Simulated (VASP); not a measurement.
Write the native input for VASP 6.6.1 that does the following.

```
Task                   : single point
Functional             : PBEsol
Potentials or basis    : VASP PAW PBE potentials, release 64 (Ti_sv, N)
Cutoff                 : 520 eV
k mesh                 : 20 × 20 × 20
Occupations            : fermi-dirac, width 0.1 eV
Spin                   : no spin polarisation
Dipole correction      : no
Further INCAR settings : ALGO = Normal; EDIFF = 1e-07; NBANDS = 16
```

The structure of TiN lies in POSCAR:

```
TiN
1.0
    0.0000000000      2.0932717854      2.0932717854
    2.0932717854      0.0000000000      2.0932717854
    2.0932717854      2.0932717854      0.0000000000
Ti N
1 1
Direct
    0.0000000000      0.0000000000      0.0000000000
    0.5000000000      0.5000000000      0.5000000000
```

The input as run:

INCAR

```
SYSTEM = TiN
ALGO = Normal
EDIFF = 1E-7
ENCUT = 520
GGA = PS
ISIF = 2
ISMEAR = -1
LASPH = .True.
LCHARG = .False.
LREAL = .False.
LWAVE = .False.
NBANDS = 16
NELM = 80
PREC = Accurate
SIGMA = 0.1
```

KPOINTS

```
k-points
0
Gamma
  20 20 20
  0 0 0
```

Potentials or basis: VASP PAW PBE potentials, release 64 (Ti_sv, N).

The run is started by

```bash
$ cat potpaw_PBE.64/Ti_sv/POTCAR potpaw_PBE.64/N/POTCAR > POTCAR
$ mpirun -np 1 vasp_std > vasp.out
```

It gave:

* Pressure: 4.4 GPa
* Band gap on the k mesh: zero (an odd number of electrons rules out a gap without spin polarisation)

Caveat: the cell stands under pressure; the PAW data sets were made with another functional, which shifts forces and pressure a little.

Wall time 30 s on 1 thread of Intel(R) Xeon(R) 6975P-C (Granite Rapids), on a shared host, peak memory 0.2 GiB.
